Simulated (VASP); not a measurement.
# AlN (P6_3mc) in VASP: notebook

Runs on AlN. Level: PBE. Tasks: single point, relaxation of the atoms.

Everything below comes from runs of VASP 6.6.1. Logs are shortened: lines on timing, memory, paths and dates and some standing lists are left out, and cuts for length are marked.

## (1) The cell of the first run

The structure is hexagonal, space group P6_3mc (No. 186). The conventional cell has a = 3.113 Å, b = 3.113 Å, c = 4.981 Å, α = 90.00°, β = 90.00°, γ = 120.00°. Within 2.5 Å of Al (site symmetry 3m) lie 4 N at 1.89 to 1.90 Å. N (site symmetry 3m) has 4 Al at 1.89 to 1.90 Å within 2.5 Å.

## (2) Single point, PBE

Input file INCAR:

```
PREC = Accurate
ENCUT = 520
EDIFF = 1E-6
ISMEAR = 0
SIGMA = 0.01
LREAL = False
LASPH = True
NELM = 100
ALGO = Normal
ISIF = 2
LWAVE = False
LCHARG = False
GGA = PE
NBANDS = 16
```

Input file KPOINTS:

```
regular mesh
0
Gamma
  9 9 6
```

Input file POSCAR:

```
AlN
1.0
    3.1130000000      0.0000000000      0.0000000000
   -1.5565000000      2.6959370820      0.0000000000
    0.0000000000      0.0000000000      4.9810000000
Al N
2 2
Direct
    0.3333333333      0.6666666667     -0.0009838005
    0.6666666667      0.3333333333      0.4990161995
    0.3333333333      0.6666666667      0.3809838005
    0.6666666667      0.3333333333      0.8809838005
```

Potentials or basis: VASP PAW PBE potentials, release 64 (Al, N).

On the command line:

```console
$ cat potpaw_PBE.64/Al/POTCAR potpaw_PBE.64/N/POTCAR > POTCAR
$ mpirun -np 1 vasp_std > vasp.out
```

OUTCAR:

```text
PREC = Accurate
   ENCUT = 520
   EDIFF = 1E-6
   ISMEAR = 0
   LREAL = False
   LASPH = True
   NELM = 100
   ISIF = 2
   GGA = PE

 ion  position               nearest neighbor table
   1  0.333  0.667  0.999-   4 1.89   4 1.89   4 1.89   3 1.90   2 3.07   2 3.07   2 3.07   2 3.07
                             2 3.07   2 3.07
   2  0.667  0.333  0.499-   3 1.89   3 1.89   3 1.89   4 1.90   1 3.07   1 3.07   1 3.07   1 3.07
                             1 3.07   1 3.07
   3  0.333  0.667  0.381-   2 1.89   2 1.89   2 1.89   1 1.90
   4  0.667  0.333  0.881-   1 1.89   1 1.89   1 1.89   2 1.90

  LATTYP: Found a hexagonal cell.
 ALAT       =     3.1130000000
 C/A-ratio  =     1.6000642467

  Lattice vectors:

 A1 = (   3.1130000000,   0.0000000000,   0.0000000000)
 A2 = (  -1.5565000000,   2.6959370820,   0.0000000000)
 A3 = (   0.0000000000,   0.0000000000,   4.9810000000)

Analysis of symmetry for initial positions (statically):
=====================================================================
 Subroutine PRICEL returns:
 Original cell was already a primitive cell.

 Routine SETGRP: Setting up the symmetry group for a
 hexagonal supercell.

 Subroutine GETGRP returns: Found 12 space group operations
 (whereof  6 operations were pure point group operations)
 out of a pool of 24 trial point group operations.

The static configuration has the point symmetry C_3v.
 The point group associated with its full space group is C_6v.

Analysis of symmetry for dynamics (positions and initial velocities):
=====================================================================
 Subroutine PRICEL returns:
 Original cell was already a primitive cell.

 Routine SETGRP: Setting up the symmetry group for a
 hexagonal supercell.

 Subroutine GETGRP returns: Found 12 space group operations
 (whereof  6 operations were pure point group operations)
 out of a pool of 24 trial point group operations.

The dynamic configuration has the point symmetry C_3v.
 The point group associated with its full space group is C_6v.

 Subroutine INISYM returns: Found 12 space group operations
 (whereof  6 operations are pure point group operations),
 and found     1 'primitive' translations

----------------------------------------------------------------------------------------

[... 91 lines left out ...]
   LNONCOLLINEAR =      F non collinear calculations
   LSORBIT =      F    spin-orbit coupling
   LASPH  =      T    aspherical Exc in radial PAW
   ENCUT  =  520.0 eV  38.22 Ry    6.18 a.u.   5.79  5.79  9.26*2*pi/ulx,y,z
   NELM   =    100;   NELMIN=  2; NELMDL= -5     # of ELM steps
   EDIFF  = 0.1E-05   stopping-criterion for ELM
   LREAL  =      F    real-space projection
   EDIFFG = 0.1E-04   stopping-criterion for IOM
   NSW    =      0    number of steps for IOM
   IBRION =     -1    ionic relax: 0-MD 1-quasi-New 2-CG
   NFREE  =      0    steps in history (QN), initial steepest desc. (CG)
   ISIF   =      2    stress and relaxation
   ISYM   =      2    0-nonsym 1-usesym 2-fastsym
   POTIM  = 0.5000    time-step for ionic-motion
   TEBEG  =    0.0;   TEEND  =   0.0 temperature during run
   PSTRESS=    0.0 pullay stress
   NELECT =      16.0000    total number of electrons
   NUPDOWN=      -1.0000    fix difference up-down
   EMIN   =  10.00;   EMAX   =-10.00  energy-range for DOS
   EFERMI =   0.00;   METHOD = LEGACY
   ISMEAR =     0;   SIGMA  =   0.01  broadening in eV -4-tet -1-fermi 0-gaus
   EFERMI_NEDOS =   21; number of points for ismear=-14 and -15
   IALGO  =     38    algorithm
   IMIX   =      4    mixing-type and parameters
     AMIX     =   0.40;   BMIX     =  1.00
     AMIX_MAG =   1.60;   BMIX_MAG =  1.00
  volume/ion in A,a.u.               =      10.45        70.52
  Fermi-wavevector in a.u.,A,eV,Ry     =   1.188629  2.246183 19.222843  1.412839
  Thomas-Fermi vector in A             =   2.324754
   LORBIT       =      0    0 simple, 1 ext, 2 COOP (PROOUT), +10 PAW based schemes
   GGA     = PE    functional components
   LHFCALC =     F    Hartree Fock is set to
   AEXX    =    0.0000 exact exchange contribution
   IVDW    =     0    specifies the selected vdW correction
   LEPSILON=     F    determine dielectric tensor
   LRPA    =     F    only Hartree local field effects (RPA)
 non-spin polarized calculation
 Gauss-broadening in eV      SIGMA  =   0.01
  energy-cutoff  :      520.00
  volume of cell :       41.80
 maximum number of plane-waves:      1152
 NGX is ok and might be reduce to    24
   NGX = 11   NGY = 11   NGZ = 19

 number of electron      15.9999997 magnetization

 Free energy of the ion-electron system (eV)
  ---------------------------------------------------
  ext. energy  EPLUGINS =         0.00000000
  ---------------------------------------------------
  free energy    TOTEN  =       -29.77252573 eV

  energy without entropy =      -29.77252573  energy(sigma->0) =      -29.77252573

 E-fermi :   6.2257     XC(G=0): -10.9068

 val. band max:        6.1530420715   @ k =   0.0000   0.0000   0.0000
 cond. band min:      10.3472053300   @ k =   0.0000   0.0000   0.0000
 fundamental gap:      4.1941632586
 Fermi energy:         6.2257442558

 k-point     1 :       0.0000    0.0000    0.0000
  band No.  band energies     occupation
      1      -9.0375      2.00000
      2      -6.8906      2.00000
      3       0.1598      2.00000
      4       5.2762      2.00000
      5       5.2762      2.00000
      6       5.9284      2.00000
[... 433 lines left out ...]
      3       1.4449      2.00000
      4       1.9720      2.00000
      5       1.9720      2.00000
      6       3.4568      2.00000
[... 8 lines left out ...]
     15      19.2000      0.00000
     16      21.2148      0.00000

 [... further k-points ...]
[... 5 lines left out ...]
  --------------------------------------------------------------------------------------
  -------------------------------------------------------------------------------------
  Total        0.8693160      0.8693160      0.9429063      0.0000000      0.0000000     -0.0000000
  in kB       33.3182991     33.3182991     36.1387991      0.0000000      0.0000000     -0.0000000
  external PRESSURE =      34.2584658 kB  Pullay stress =       0.0000000 kB

 VOLUME and BASIS-vectors are now :
 -----------------------------------------------------------------------------
  energy-cutoff  :      520.00
  volume of cell :       41.80
      direct lattice vectors                 reciprocal lattice vectors
     3.113000000  0.000000000  0.000000000     0.321233537  0.185464269  0.000000000
    -1.556500000  2.695937082  0.000000000     0.000000000  0.370928538  0.000000000
     0.000000000  0.000000000  4.981000000     0.000000000  0.000000000  0.200762899

 POSITION                                       TOTAL-FORCE (eV/Angst)
 -----------------------------------------------------------------------------------
     -0.00000      1.79729      4.97610        -0.000000      0.000000     -0.001719
      1.55650      0.89865      2.48560         0.000000     -0.000000     -0.001719
     -0.00000      1.79729      1.89768        -0.000000      0.000000      0.001719
      1.55650      0.89865      4.38818         0.000000     -0.000000      0.001719
 -----------------------------------------------------------------------------------
    total drift:                               -0.000000      0.000000      0.000408

  FREE ENERGIE OF THE ION-ELECTRON SYSTEM (eV)
  ---------------------------------------------------
  free  energy   TOTEN  =       -29.7725257268 eV

  energy  without entropy=      -29.7725257268  energy(sigma->0) =      -29.77252573
```

OSZICAR:

```text
N       E                     dE             d eps       ncg     rms          rms(c)
DAV:   1     0.426912328138E+02    0.42691E+02   -0.72279E+03  1536   0.888E+02
DAV:   2    -0.309645588720E+02   -0.73656E+02   -0.66920E+02  2200   0.188E+02
DAV:   3    -0.344955913934E+02   -0.35310E+01   -0.35209E+01  1888   0.428E+01
DAV:   4    -0.345171298521E+02   -0.21538E-01   -0.21537E-01  1944   0.376E+00
DAV:   5    -0.345174143836E+02   -0.28453E-03   -0.28453E-03  1936   0.436E-01    0.122E+01
DAV:   6    -0.297601648698E+02    0.47572E+01   -0.10662E+01  1832   0.237E+01    0.416E+00
DAV:   7    -0.297842842566E+02   -0.24119E-01   -0.67978E-01  1672   0.580E+00    0.295E+00
DAV:   8    -0.297770634014E+02    0.72209E-02   -0.60649E-02  1656   0.226E+00    0.596E-01
DAV:   9    -0.297719739807E+02    0.50894E-02   -0.12335E-02  2048   0.820E-01    0.247E-01
DAV:  10    -0.297726071132E+02   -0.63313E-03   -0.23463E-03  1640   0.302E-01    0.133E-01
DAV:  11    -0.297725227597E+02    0.84353E-04   -0.18188E-04  1760   0.103E-01    0.331E-02
DAV:  12    -0.297725259103E+02   -0.31505E-05   -0.11988E-05  1720   0.276E-02    0.729E-03
DAV:  13    -0.297725257268E+02    0.18344E-06   -0.43867E-06  1816   0.161E-02
   1 F= -.29772526E+02 E0= -.29772526E+02  d E =-.128732E-27
```

Run time: 10 s. Hardware: 1 thread of Intel Xeon 6975P-C (Granite Rapids), shared host; peak memory 0.16 GiB.

Results:

| Property | Result |
| --- | --- |
| Free energy | -29.7725 eV |
| Pressure | 3.4 GPa |
| Band gap on the k mesh | 4.19 eV, direct |

Stress tensor (GPa, compression positive):
```
3.33 0.00 0.00
0.00 3.33 0.00
0.00 0.00 3.61
```

## (3) Relaxation of the atoms, PBE

Input file INCAR:

```
SYSTEM = AlN
PREC = Accurate
ENCUT = 520
EDIFF = 1E-6
ISMEAR = 0
SIGMA = 0.01
LREAL = .False.
LASPH = .True.
NELM = 100
ALGO = Normal
ISIF = 2
LWAVE = .False.
LCHARG = .False.
GGA = PE
IBRION = 2
NSW = 80
EDIFFG = -0.003
```

Input file KPOINTS:

```
regular mesh
0
Gamma
  9 9 6
  0 0 0
```

Input file POSCAR:

```
AlN
1.0
    3.1130000000      0.0000000000      0.0000000000
   -1.5565000000      2.6959370820      0.0000000000
    0.0000000000      0.0000000000      4.9810000000
Al N
2 2
Direct
    0.3333333333      0.6666666667      0.0000000000
    0.6666666667      0.3333333333      0.5000000000
    0.3333333333      0.6666666667      0.3800000000
    0.6666666667      0.3333333333      0.8800000000
```

Potentials or basis: VASP PAW PBE potentials, release 64 (Al, N).

On the command line:

```console
$ cat potpaw_PBE.64/Al/POTCAR potpaw_PBE.64/N/POTCAR > POTCAR
$ mpirun -np 1 vasp_std > vasp.out
```

Run time: 13 s. Hardware: 1 thread of Intel Xeon 6975P-C (Granite Rapids), shared host; peak memory 0.16 GiB.

It converged, with:

```
Free energy               : -29.7725 eV
Energy gained by relaxing : 0.3 meV/atom
Ionic steps               : 3
Pressure after relaxing   : 3.4 GPa
Band gap on the k mesh    : 4.19 eV, direct
```

Stress tensor (GPa, compression positive):
```
3.32 0.00 0.00
0.00 3.32 0.00
0.00 0.00 3.59
```

The path:
```
step  energy change (eV)  largest force (eV/Å)  pressure (GPa)
   1              0.0000                0.1289            3.47
   2             -0.0012                0.0317            3.40
   3             -0.0013                0.0013            3.41
```

Final structure:
```
Al N
1.0
     3.11300    0.00000    0.00000
    -1.55650    2.69594    0.00000
     0.00000    0.00000    4.98100
Al N
2 2
Direct
  0.33333 0.66667 0.99900
  0.66667 0.33333 0.49900
  0.33333 0.66667 0.38100
  0.66667 0.33333 0.88100
```

Levels at points of the mesh, in eV from the valence-band top:
| k point | band 5 | band 6 | band 7 | band 8 | band 9 | band 10 | band 11 | band 12 |
| --- | --- | --- | --- | --- | --- | --- | --- | --- |
| (0.00, 0.00, 0.00) | -0.88 | -0.23 | -0.23 | 0.00 | 4.19 | 6.64 | 10.61 | 11.13 |
| (0.00, 0.00, 0.50) | -0.56 | -0.56 | -0.56 | -0.56 | 6.45 | 6.45 | 10.31 | 10.31 |

A k mesh can miss the band edges. A hybrid or GW would open this gap; PBE tends to underestimate it.
